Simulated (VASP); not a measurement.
Set up this calculation in VASP 6.6.1, as the native input.

```
Task                   : single point
Functional             : LDA
Potentials or basis    : VASP PAW LDA potentials, release 64 (Sn_d, Te)
Cutoff                 : 520 eV
k mesh                 : 6 × 6 × 6
Occupations            : fermi-dirac, width 0.05 eV
Spin                   : no spin polarisation
Dipole correction      : no
Further INCAR settings : ALGO = Normal; EDIFF = 1e-07; NBANDS = 17
```

The structure of SnTe lies in POSCAR:

```
SnTe
1.0
    0.0000000000      3.5014751032      3.5014751032
    3.5014751032      0.0000000000      3.5014751032
    3.5014751032      3.5014751032      0.0000000000
Sn Te
1 1
Direct
    0.0000000000      0.0000000000      0.0000000000
    0.7500000000      0.7500000000      0.7500000000
```

One way to write it, as run:

INCAR

```
ALGO = Normal
EDIFF = 1E-7
ENCUT = 520
GGA = CA
ISIF = 2
ISMEAR = -1
LASPH = True
LCHARG = False
LREAL = False
LWAVE = False
NBANDS = 17
NELM = 80
PREC = Accurate
SIGMA = 0.05
```

KPOINTS

```
k-points
0
Gamma
  6 6 6
```

Potentials or basis: VASP PAW LDA potentials, release 64 (Sn_d, Te).

Command:

```console
$ cat potpaw_LDA.64/Sn_d/POTCAR potpaw_LDA.64/Te/POTCAR > POTCAR
$ mpirun -np 1 vasp_std > vasp.out
```

Results of the run:

| Property | Result |
| --- | --- |
| Pressure | 0.1 GPa |
| Band gap on the k mesh | zero (band 10 reaches 3.64 eV, above the bottom of band 11 at 3.61 eV) |

Caveat: spin-orbit coupling is left out, which moves the levels of the heavy elements.

It took 11 s on 1 thread of Intel(R) Xeon(R) 6975P-C (Granite Rapids), with other jobs on the host, peak memory 0.19 GiB.
